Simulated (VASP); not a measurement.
Set up this calculation in VASP 6.6.1, as the native input.

| Quantity | Value |
| --- | --- |
| Task | relaxation of shape and atoms at fixed volume |
| Functional | PBE |
| Potentials or basis | VASP PAW PBE potentials, release 64 (Cu) |
| Cutoff | 600 eV |
| k mesh | 30 × 30 × 30 |
| Occupations | gaussian, width 0.1 eV |
| Spin | no spin polarisation |
| Dipole correction | no |
| Further INCAR settings | ALGO = Fast; EDIFF = 1e-06; IBRION = 2; EDIFFG = -0.01; NSW = 50; ISIF = 4 |

The structure of Cu lies in POSCAR:

```
Cu
1.0
   -1.2436772609      1.2436772609      1.7579075031
    1.2436772609     -1.2436772609      1.7579075031
    1.2436772609      1.2436772609     -1.7579075031
Cu
1
Direct
    0.5000000000      0.5000000000      0.0000000000
```

This cell differs from its parent crystal: volume scaled by 0.91.

The input as run:

INCAR

```
SYSTEM = Cu
ALGO = Fast
EDIFF = 1E-6
EDIFFG = -0.01
ENCUT = 600
GGA = PE
IBRION = 2
ISIF = 4
ISMEAR = 0
LASPH = .True.
LCHARG = .False.
LREAL = .False.
LWAVE = .False.
NELM = 80
NSW = 50
PREC = Accurate
SIGMA = 0.1
```

KPOINTS

```
k-points
0
Gamma
  30 30 30
  0 0 0
```

Potentials or basis: VASP PAW PBE potentials, release 64 (Cu).

Launch:

```console
$ cat potpaw_PBE.64/Cu/POTCAR > POTCAR
$ mpirun -np 1 vasp_std > vasp.out
```

It gave:

| Property | Result |
| --- | --- |
| Pressure after relaxing | 18.3 GPa |

Caveat: the relaxation stopped at its first step, so nothing moved.

Wall time 2.1 min on 1 thread of Intel(R) Xeon(R) 6975P-C (Granite Rapids), on a shared host, peak memory 0.36 GiB.
